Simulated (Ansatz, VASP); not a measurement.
# Two plane-wave programs on RePb

File INCAR:

```
SYSTEM = RePb
PREC = Accurate
ENCUT = 600
EDIFF = 1E-6
ISMEAR = 0
SIGMA = 0.1
LREAL = .FALSE.
LASPH = .TRUE.
NELM = 100
ALGO = Fast
ISIF = 3
LWAVE = .FALSE.
LCHARG = .FALSE.
GGA = PE
IBRION = 2
NSW = 100
EDIFFG = -0.01
```

The input KPOINTS:

```
regular mesh
0
G
  12 12 12
  0 0 0
```

Contents of POSCAR:

```
RePb
1.0
    0.0000000000      3.4230182518      3.4230182518
    3.4230182518      0.0000000000      3.4230182518
    3.4230182518      3.4230182518      0.0000000000
Re Pb
2 2
Direct
    0.0000000000      0.0000000000      0.0000000000
    0.2500000000      0.2500000000      0.2500000000
    0.5000000000      0.5000000000      0.5000000000
    0.7500000000      0.7500000000      0.7500000000
```

Input for Ansatz:

```yaml
crystal:
  lattice:
    - [0.0, 3.4230182518, 3.4230182518]
    - [3.4230182518, 0.0, 3.4230182518]
    - [3.4230182518, 3.4230182518, 0.0]
  atoms:
    - { symbol: Re, position: [0.0, 0.0, 0.0] }
    - { symbol: Re, position: [0.25, 0.25, 0.25] }
    - { symbol: Pb, position: [0.5, 0.5, 0.5] }
    - { symbol: Pb, position: [0.75, 0.75, 0.75] }
basis:
  ecutwfc: 420
kpoints:
  mp_grid: { grid: [12, 12, 12] }
hamiltonian:
  xc: pbe
scf:
  occupations: { method: gaussian, width: 0.1 }
output:
  forces: true
  stress: true
  eigenvalues: true
relax:
  adjacent_minimum: "off"
  f_tol: 0.01
  max_steps: 80
  cell: { stress_tol: 0.05 }
```

Alike in both runs: task relaxation of cell and atoms; functional PBE; k mesh 12 × 12 × 12; occupations gaussian, width 0.1 eV; no spin polarisation.

```csv
,VASP,Ansatz
version,VASP 6.6.1,Ansatz 0.2.0
potentials or method,"VASP PAW PBE potentials, release 64 (Re, Pb_d), cutoff 600 eV","scalar-relativistic, plane waves, PAW"
valence electrons in the cell,42,58
```

|  | VASP | Ansatz | Ansatz less VASP |
| --- | --- | --- | --- |
| gap on the k mesh at the Fermi level, each at its own relaxed structure (eV) | none | none | - |
| relaxed volume (Å³/atom) | 19.98 | 20.00 | +0.022 |
| relaxed cell length with the largest relative difference (Å) | 4.835 | 4.837 | +0.0017 |

A gap of «none» marks a metal or a gap that the smearing closes. VASP's potentials hold 42 valence electrons a cell and Ansatz's 58, so a difference there can come from the potentials and not from the codes.

Spin-orbit coupling is off throughout.
